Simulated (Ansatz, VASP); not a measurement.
HfH2: VASP beside Ansatz

INCAR

```
SYSTEM = HfH2
PREC = Accurate
ENCUT = 520
EDIFF = 1E-7
ISMEAR = 0
SIGMA = 0.15
LREAL = .FALSE.
LASPH = .TRUE.
NELM = 100
ALGO = Normal
ISIF = 2
LWAVE = .FALSE.
LCHARG = .TRUE.
GGA = PS
LELF = .TRUE.
LVHAR = .TRUE.
NBANDS = 13
```

Contents of KPOINTS:

```
Automatic mesh
0
G
  20 20 20
  0 0 0
```

File POSCAR:

```
HfH2
1.0
   -1.7390000000      1.7390000000      2.1805000000
    1.7390000000     -1.7390000000      2.1805000000
    1.7390000000      1.7390000000     -2.1805000000
Hf H
1 2
Direct
    0.0000000000      0.0000000000      0.0000000000
    0.7671978904      0.2671978904      0.5000000000
    0.2671978904      0.7671978904      0.5000000000
```

Input for Ansatz:

```yaml
crystal:
  lattice:
    - [-1.739, 1.739, 2.1805]
    - [1.739, -1.739, 2.1805]
    - [1.739, 1.739, -2.1805]
  atoms:
    - { symbol: Hf, position: [0.0, 0.0, 0.0] }
    - { symbol: H, position: [0.7671978904, 0.2671978904, 0.5] }
    - { symbol: H, position: [0.2671978904, 0.7671978904, 0.5] }
basis:
  ecutwfc: 420
kpoints:
  mp_grid: { grid: [20, 20, 20] }
hamiltonian:
  xc: pbesol
scf:
  occupations: { method: gaussian, width: 0.15 }
output:
  forces: true
  stress: true
  eigenvalues: true
```

Change from the starting cell: all H atoms moved +0.075 Å, as atom 2 along Cartesian [0 0 1].

Alike in both runs: task single point; functional PBEsol; k mesh 20 × 20 × 20; occupations gaussian, width 0.15 eV; no spin polarisation.

|  | VASP | Ansatz |
| --- | --- | --- |
| version | VASP 6.6.1 | Ansatz 0.2.0 |
| potentials or method | VASP PAW PBE potentials, release 64 (Hf_pv, H), cutoff 520 eV | scalar-relativistic, plane waves, PAW |
| valence electrons in the cell | 12 | 28 |

```csv
,VASP,Ansatz,Ansatz less VASP
gap on the k mesh at the Fermi level (eV),none,none,-
pressure (GPa),-5.5,-4.8,+0.68
"traceless stress, the component that is largest in VASP (GPa)",-0.89,-0.92,-0.031
rms of the force components (eV/Å),0.278,0.277,-0.0015
```

VASP's potentials were made for PBE, not for PBEsol. Atom by atom the forces differ by 0.002 eV/Å (rms over components). A gap of «none» marks a metal or a gap that the smearing closes. With one functional, cell and mesh, what is left measures potentials, basis and numerics. VASP's potentials hold 12 valence electrons a cell and Ansatz's 28, so a difference there can come from the potentials and not from the codes.

Neither program's run includes spin-orbit coupling.
